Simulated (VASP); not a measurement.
A run of VASP 6.6.1:

Contents of INCAR:

```
PREC = Accurate ; ENCUT = 560
EDIFF = 1E-7 ; ISMEAR = -1
SIGMA = 0.08 ; LREAL = F
LASPH = T ; NELM = 120
ALGO = Normal ; ISIF = 3
LWAVE = F ; LCHARG = F
IBRION = 2 ; NSW = 100
EDIFFG = -0.002 ; GGA_COMPAT = F
NELMIN = 4
```

KPOINTS

```
Automatic mesh
0
Gamma
  14 14 14
```

File POSCAR:

```
ScIr
1.0
    3.2060000000      0.0000000000      0.0000000000
    0.0000000000      3.2060000000      0.0000000000
    0.0000000000      0.0000000000      3.2060000000
Sc Ir
1 1
Direct
    0.5000000000      0.5000000000      0.5000000000
    0.0000000000      0.0000000000      0.0000000000
```

Potentials or basis: VASP PAW LDA potentials, release 64 (Sc_sv, Ir_sv_GW).

The run is started by

```bash
$ cat potpaw_LDA.64/Sc_sv/POTCAR potpaw_LDA.64/Ir_sv_GW/POTCAR > POTCAR
$ mpirun -np 1 vasp_std > vasp.out
```

Hardware: 1 thread of Intel(R) Xeon(R) Platinum 8259CL CPU @ 2.50GHz (Skylake/Cascade Lake), with other jobs on the host.

**Question.** How long does it take, and how much memory?

**Answer.** Run time: 4.1 min on 1 thread of Intel(R) Xeon(R) Platinum 8259CL CPU @ 2.50GHz (Skylake/Cascade Lake), on a shared host, peak memory 0.23 GiB. Counts: scf iterations 48, k points 120, ion steps 4.
